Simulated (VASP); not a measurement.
# Mn (P6/mmm) in VASP: single point with PBE

Aim: the single point of Mn with PBE.

All numbers are computed with VASP 6.6.1; they aren't measurements. Logs are shortened: lines on timing, memory, paths and dates and some standing lists are left out, and cuts for length are marked.

## (1) The cell of the first run

It takes space group P6/mmm (No. 191, hexagonal). Conventional cell: a = 3.338 Å, b = 3.338 Å, c = 2.064 Å, α = 90.00°, β = 90.00°, γ = 120.00°. Mn (site symmetry 6/mmm) has 14 Mn at 2.06 to 2.19 Å within 2.7 Å. Within 2.6 Å of Mn (site symmetry -6m2) lie 11 Mn at 1.93 to 2.19 Å.

This isn't the form of Mn at room conditions, which is a 58-atom cubic cell.

## (2) Single point, PBE, collinear spin, ferromagnetic start

Contents of INCAR:

```
  PREC = Accurate
  ENCUT = 520
  EDIFF = 1E-7
  ISMEAR = -1
  SIGMA = 0.1
  LREAL = False
  LASPH = True
  NELM = 150
  ALGO = Normal
  ISIF = 2
  LWAVE = False
  LCHARG = False
  ISPIN = 2
  MAGMOM = 3 3 3
  LORBIT = 11
  LMAXMIX = 4
  GGA = PE
  NBANDS = 30
```

Contents of KPOINTS:

```
regular mesh
0
Gamma
  11 11 15
```

Contents of POSCAR:

```
Mn
1.0
    3.3379136278      0.0000000000      0.0000000000
   -1.6689568139      2.8907179973      0.0000000000
    0.0000000000      0.0000000000      2.0643535304
Mn
3
Direct
    0.0000000000      0.0000000000      0.0000000000
    0.3333333333      0.6666666667      0.5000000000
    0.6666666667      0.3333333333      0.5000000000
```

Potentials or basis: VASP PAW PBE potentials, release 64 (Mn_pv).

Launch:

```
$ cat potpaw_PBE.64/Mn_pv/POTCAR > POTCAR
$ mpirun -np 1 vasp_std > vasp.out
```

OUTCAR:

```text
PREC = Accurate
   ENCUT = 520
   EDIFF = 1E-7
   ISMEAR = -1
   LREAL = False
   LASPH = True
   NELM = 150
   ISIF = 2
   ISPIN = 2
   LORBIT = 11
   GGA = PE

 ion  position               nearest neighbor table
   1  0.000  0.000  0.000-   2 2.19   3 2.19   2 2.19   3 2.19   2 2.19   2 2.19   3 2.19   3 2.19
                             3 2.19   3 2.19   2 2.19   2 2.19
   2  0.333  0.667  0.500-   3 1.93   3 1.93   3 1.93   1 2.19   1 2.19   1 2.19   1 2.19   1 2.19
                             1 2.19   3 2.82   3 2.82   3 2.82   3 2.82   3 2.82   3 2.82
   3  0.667  0.333  0.500-   2 1.93   2 1.93   2 1.93   1 2.19   1 2.19   1 2.19   1 2.19   1 2.19
                             1 2.19   2 2.82   2 2.82   2 2.82   2 2.82   2 2.82   2 2.82

  LATTYP: Found a hexagonal cell.
 ALAT       =     3.3379136278
 C/A-ratio  =     0.6184562456

  Lattice vectors:

 A1 = (   3.3379136278,   0.0000000000,   0.0000000000)
 A2 = (  -1.6689568139,   2.8907179973,   0.0000000000)
 A3 = (   0.0000000000,   0.0000000000,   2.0643535304)

Analysis of symmetry for initial positions (statically):
=====================================================================
 Subroutine PRICEL returns:
 Original cell was already a primitive cell.

 Routine SETGRP: Setting up the symmetry group for a
 hexagonal supercell.

 Subroutine GETGRP returns: Found 24 space group operations
 (whereof 24 operations were pure point group operations)
 out of a pool of 24 trial point group operations.

The static configuration has the point symmetry D_6h.

Analysis of symmetry for dynamics (positions and initial velocities):
=====================================================================
 Subroutine PRICEL returns:
 Original cell was already a primitive cell.

 Routine SETGRP: Setting up the symmetry group for a
 hexagonal supercell.

 Subroutine GETGRP returns: Found 24 space group operations
 (whereof 24 operations were pure point group operations)
 out of a pool of 24 trial point group operations.

The dynamic configuration has the point symmetry D_6h.

Analysis of structural, dynamic, and magnetic symmetry:
=====================================================================
 Subroutine PRICEL returns:
 Original cell was already a primitive cell.

 Routine SETGRP: Setting up the symmetry group for a
 hexagonal supercell.

 Subroutine GETGRP returns: Found 24 space group operations
 (whereof 24 operations were pure point group operations)
 out of a pool of 24 trial point group operations.

The overall configuration has the point symmetry D_6h.

 Subroutine INISYM returns: Found 24 space group operations
 (whereof 24 operations are pure point group operations),
 and found     1 'primitive' translations

----------------------------------------------------------------------------------------

                                     Primitive cell

  volume of cell :      19.9189

  direct lattice vectors                    reciprocal lattice vectors
     3.337913628  0.000000000  0.000000000     0.299588339  0.172967408  0.000000000
    -1.668956814  2.890717997  0.000000000     0.000000000  0.345934817  0.000000000
     0.000000000  0.000000000  2.064353530     0.000000000  0.000000000  0.484413152

  length of vectors
     3.337913628  3.337913628  2.064353530     0.345934817  0.345934817  0.484413152

  position of ions in fractional coordinates (direct lattice)
     0.000000000  0.000000000  0.000000000
     0.333333333  0.666666667  0.500000000
     0.666666667  0.333333333  0.500000000

  ion indices of the primitive-cell ions
   primitive index   ion index
                 1           1
                 2           2
                 3           3

----------------------------------------------------------------------------------------

 KPOINTS: regular mesh

Automatic generation of k-mesh.
 Grid dimensions read from file:
 generate k-points for:   11   11   15

 Generating k-lattice:

  Cartesian coordinates                     Fractional coordinates (reciprocal lattice)
     0.027235304  0.015724310  0.000000000     0.090909091  0.000000000  0.000000000
     0.000000000  0.031448620  0.000000000     0.000000000  0.090909091  0.000000000
     0.000000000  0.000000000  0.032294210     0.000000000  0.000000000  0.066666667

  Length of vectors
     0.031448620  0.031448620  0.032294210

  Shift w.r.t. Gamma in fractional coordinates (k-lattice)
     0.000000000  0.000000000  0.000000000

 Subroutine IBZKPT returns following result:
 ===========================================

 Found    128 irreducible k-points:

 Following reciprocal coordinates:
            Coordinates               Weight
  0.000000  0.000000  0.000000      1.000000
  0.090909  0.000000  0.000000      6.000000
  0.181818  0.000000  0.000000      6.000000
  0.272727  0.000000  0.000000      6.000000
  0.363636 -0.000000  0.000000      6.000000
  0.454545  0.000000  0.000000      6.000000
[... 16 lines left out ...]
  0.090909  0.090909  0.066667     12.000000
  0.181818  0.090909  0.066667     24.000000
 [... further k-points ...]
   k-points           NKPTS =    128   k-points in BZ     NKDIM =    128   number of bands    NBANDS=     30
   number of dos      NEDOS =    301   number of ions     NIONS =      3
   total plane-waves  NPLWV =  12544
   dimension x,y,z NGX =    28 NGY =   28 NGZ =   16
   dimension x,y,z NGXF=    56 NGYF=   56 NGZF=   32
   ions per type =               3
   NGX,Y,Z   is equivalent  to a cutoff of  13.95, 13.95, 12.89 a.u.
   NGXF,Y,Z  is equivalent  to a cutoff of  27.89, 27.89, 25.77 a.u.
 SYSTEM =  unknown system
   PREC   = accura    normal or accurate (medium, high low for compatibility)
   ISTART =      0    job   : 0-new  1-cont  2-samecut
   ICHARG =      2    charge: 1-file 2-atom 10-const
   ISPIN  =      2    spin polarized calculation?
   LNONCOLLINEAR =      F non collinear calculations
   LSORBIT =      F    spin-orbit coupling
   LASPH  =      T    aspherical Exc in radial PAW
   ENCUT  =  520.0 eV  38.22 Ry    6.18 a.u.   6.21  6.21  3.84*2*pi/ulx,y,z
   NELM   =    150;   NELMIN=  2; NELMDL= -5     # of ELM steps
   EDIFF  = 0.1E-06   stopping-criterion for ELM
   LREAL  =      F    real-space projection
   EDIFFG = 0.1E-05   stopping-criterion for IOM
   NSW    =      0    number of steps for IOM
   IBRION =     -1    ionic relax: 0-MD 1-quasi-New 2-CG
   NFREE  =      0    steps in history (QN), initial steepest desc. (CG)
   ISIF   =      2    stress and relaxation
   ISYM   =      2    0-nonsym 1-usesym 2-fastsym
   POTIM  = 0.5000    time-step for ionic-motion
   TEBEG  =    0.0;   TEEND  =   0.0 temperature during run
   PSTRESS=    0.0 pullay stress
   NELECT =      39.0000    total number of electrons
   NUPDOWN=      -1.0000    fix difference up-down
   EMIN   =  10.00;   EMAX   =-10.00  energy-range for DOS
   EFERMI =   0.00;   METHOD = LEGACY
   ISMEAR =    -1;   SIGMA  =   0.10  broadening in eV -4-tet -1-fermi 0-gaus
   EFERMI_NEDOS =   21; number of points for ismear=-14 and -15
   IALGO  =     38    algorithm
   IMIX   =      4    mixing-type and parameters
     AMIX     =   0.40;   BMIX     =  1.00
     AMIX_MAG =   1.60;   BMIX_MAG =  1.00
  volume/ion in A,a.u.               =       6.64        44.81
  Fermi-wavevector in a.u.,A,eV,Ry     =   2.048054  3.870261 57.069979  4.194525
  Thomas-Fermi vector in A             =   3.051579
   LORBIT       =     11    0 simple, 1 ext, 2 COOP (PROOUT), +10 PAW based schemes
   GGA     = PE    functional components
   LHFCALC =     F    Hartree Fock is set to
   AEXX    =    0.0000 exact exchange contribution
   IVDW    =     0    specifies the selected vdW correction
   LEPSILON=     F    determine dielectric tensor
   LRPA    =     F    only Hartree local field effects (RPA)
 spin polarized calculation
  energy-cutoff  :      520.00
  volume of cell :       19.92
 maximum number of plane-waves:       548
 NGX is ok and might be reduce to    28
   NGX = 13   NGY = 13   NGZ =  7

 number of electron      38.9999980 magnetization      -0.0000460

 number of electron      38.9999980 magnetization       0.0000078

 Free energy of the ion-electron system (eV)
  ---------------------------------------------------
  ext. energy  EPLUGINS =         0.00000000
  ---------------------------------------------------
  free energy    TOTEN  =       -17.06561702 eV

  energy without entropy =      -17.01019148  energy(sigma->0) =      -17.03790425

 E-fermi :  19.1035     XC(G=0): -17.1695

 val. band max:       19.1029115380   @ k =   0.3636  -0.0000   0.4000
 cond. band min:      19.1095514125   @ k =   0.1818   0.1818   0.2667
 fundamental gap:      0.0066398745
 Fermi energy:        19.1034794748

 spin component 1

 k-point     1 :       0.0000    0.0000    0.0000
  band No.  band energies     occupation
      1     -30.6940      1.00000
      2     -30.6940      1.00000
      3     -29.7547      1.00000
      4     -29.7547      1.00000
      5     -28.7593      1.00000
      6     -27.9926      1.00000
[... 22 lines left out ...]
     29      33.3501      0.00000
     30      37.7446      0.00000

 k-point     2 :       0.0909    0.0000    0.0000
  band No.  band energies     occupation
      1     -30.7892      1.00000
      2     -30.7375      1.00000
      3     -29.6381      1.00000
      4     -29.6154      1.00000
      5     -28.7408      1.00000
      6     -28.0029      1.00000
[... 22 lines left out ...]
     29      35.1494      0.00000
     30      38.1765      0.00000

 k-point     3 :       0.1818    0.0000    0.0000
  band No.  band energies     occupation
      1     -30.9815      1.00000
      2     -30.7767      1.00000
      3     -29.3826      1.00000
      4     -29.3036      1.00000
      5     -28.6874      1.00000
      6     -28.1750      1.00000
[... 682 lines left out ...]
     29      36.2186      0.00000
     30      39.2056      0.00000

 k-point    24 :       0.1818    0.0909    0.0667
  band No.  band energies     occupation
      1     -31.0417      1.00000
      2     -30.7776      1.00000
      3     -29.1576      1.00000
      4     -29.1091      1.00000
      5     -28.7089      1.00000
      6     -28.4743      1.00000
[... 22 lines left out ...]
     29      37.7008      0.00000
     30      40.3837      0.00000

 [... further k-points ...]

 spin component 2

 k-point     1 :       0.0000    0.0000    0.0000
  band No.  band energies     occupation
      1     -30.6940      1.00000
      2     -30.6940      1.00000
      3     -29.7547      1.00000
      4     -29.7547      1.00000
      5     -28.7593      1.00000
      6     -27.9927      1.00000
[... 22 lines left out ...]
     29      33.3501      0.00000
     30      37.7446      0.00000

 k-point     2 :       0.0909    0.0000    0.0000
  band No.  band energies     occupation
      1     -30.7892      1.00000
      2     -30.7375      1.00000
      3     -29.6381      1.00000
      4     -29.6154      1.00000
      5     -28.7408      1.00000
      6     -28.0029      1.00000
[... 22 lines left out ...]
     29      35.1494      0.00000
     30      38.1766      0.00000

 k-point     3 :       0.1818    0.0000    0.0000
  band No.  band energies     occupation
      1     -30.9815      1.00000
      2     -30.7767      1.00000
      3     -29.3826      1.00000
      4     -29.3036      1.00000
      5     -28.6874      1.00000
      6     -28.1750      1.00000
[... 682 lines left out ...]
     29      36.2186      0.00000
     30      39.1625      0.00000

 k-point    24 :       0.1818    0.0909    0.0667
  band No.  band energies     occupation
      1     -31.0417      1.00000
      2     -30.7776      1.00000
      3     -29.1576      1.00000
      4     -29.1091      1.00000
      5     -28.7089      1.00000
      6     -28.4743      1.00000
[... 22 lines left out ...]
     29      37.7008      0.00000
     30      40.3837      0.00000

 [... further k-points ...]
[... 5 lines left out ...]
  --------------------------------------------------------------------------------------
  -------------------------------------------------------------------------------------
  Total       48.2525220     48.2525220     47.2446435      0.0000000      0.0000000      0.0000000
  in kB     3881.1971551   3881.1971550   3800.1283339      0.0000000      0.0000000      0.0000000
  external PRESSURE =    3854.1742147 kB  Pullay stress =       0.0000000 kB

 VOLUME and BASIS-vectors are now :
 -----------------------------------------------------------------------------
  energy-cutoff  :      520.00
  volume of cell :       19.92
      direct lattice vectors                 reciprocal lattice vectors
     3.337913628  0.000000000  0.000000000     0.299588339  0.172967408  0.000000000
    -1.668956814  2.890717997  0.000000000     0.000000000  0.345934817  0.000000000
     0.000000000  0.000000000  2.064353530     0.000000000  0.000000000  0.484413152

 POSITION                                       TOTAL-FORCE (eV/Angst)
 -----------------------------------------------------------------------------------
      0.00000      0.00000      0.00000        -0.000000      0.000000      0.000000
     -0.00000      1.92715      1.03218        -0.000000      0.000000      0.000000
      1.66896      0.96357      1.03218         0.000000     -0.000000      0.000000
 -----------------------------------------------------------------------------------
    total drift:                                0.000000      0.000000     -0.000000

  FREE ENERGIE OF THE ION-ELECTRON SYSTEM (eV)
  ---------------------------------------------------
  free  energy   TOTEN  =       -17.0656170169 eV

  energy  without entropy=      -17.0101914770  energy(sigma->0) =      -17.03790425

 total charge

# of ion       s       p       d       tot
------------------------------------------
    1        0.647   6.800   5.974  13.421
    2        0.672   6.816   6.046  13.534
    3        0.672   6.816   6.046  13.534
--------------------------------------------------
tot          1.992  20.432  18.066  40.489

 magnetization (x)

# of ion       s       p       d       tot
------------------------------------------
    1       -0.000   0.000   0.000   0.000
    2       -0.000   0.000  -0.000  -0.000
    3       -0.000   0.000  -0.000  -0.000
--------------------------------------------------
tot         -0.000   0.000   0.000   0.000
```

It took 6.1 min on 1 thread of AMD EPYC, shared host; peak memory 0.18 GiB.

Results:

```
Free energy : -17.0656 eV
Pressure    : 385.4 GPa
Net moment  : 0.00 μB per cell
```

Caveat: atoms lie so close that the PAW spheres overlap strongly, which falsifies energies and pressures; the stress differs along the axes, from 380 to 388 GPa; the moments typed at the start vanished in this run.
